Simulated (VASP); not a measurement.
SrBr: single point with PBE

SrBr:

```
Sr Br
1.0
     4.30087    0.00000    0.00000
    -2.15043    3.72466    0.00000
     0.00000    0.00000    9.28134
Sr Br
2 2
Direct
  0.33333 0.66667 0.34361
  0.66667 0.33333 0.84361
  0.33333 0.66667 0.03139
  0.66667 0.33333 0.53139
```

This cell differs from its parent crystal: Ca replaced by Sr, lengths x 1.039, strained.

* Program: VASP 6.6.1
* Task: single point
* Functional: PBE
* Potentials or basis: VASP PAW PBE potentials, release 64 (Sr_sv, Br)
* Cutoff: 520 eV
* k mesh: 6 × 6 × 2
* Occupations: gaussian, width 0.1 eV
* Spin: no spin polarisation
* Dipole correction: no
* Further INCAR settings: ALGO = Normal; EDIFF = 1e-06; NBANDS = 25

```
Pressure               : 4.2 GPa
Largest force          : 0.292 eV/Å
Band gap on the k mesh : zero (bands 17 and 18 overlap by 1.37 eV)
```

Forces on the atoms (eV/Å):
```
Sr   0.000  0.000 -0.292
Sr   0.000  0.000 -0.292
Br   0.000  0.000  0.292
Br   0.000  0.000  0.292
```

Stress tensor (GPa, compression positive):
```
2.82 0.00 0.00
0.00 2.82 0.00
0.00 0.00 6.86
```

Levels at points of the mesh, in eV from the Fermi level:
```tsv
k point	band 14	band 15	band 16	band 17	band 18	band 19	band 20	band 21
(0.00, 0.00, 0.00)	-5.07	-4.91	-4.91	-1.61	-0.14	1.60	1.86	1.86
(0.50, 0.00, 0.00)	-5.57	-5.29	-5.07	-0.12	0.13	1.08	1.23	2.04
(0.00, 0.00, 0.50)	-4.99	-4.99	-4.99	-0.81	-0.81	1.83	1.83	2.14
(0.50, 0.00, 0.50)	-5.62	-5.18	-5.18	0.07	0.07	1.13	1.13	2.62
```

It took 30 s on 1 thread of Intel(R) Xeon(R) Platinum 8488C (Sapphire Rapids), on a shared host, peak memory 0.27 GiB.

Caveat: the cell differs from its parent crystal (Ca replaced by Sr, lengths x 1.039, strained); the cell stands under pressure.
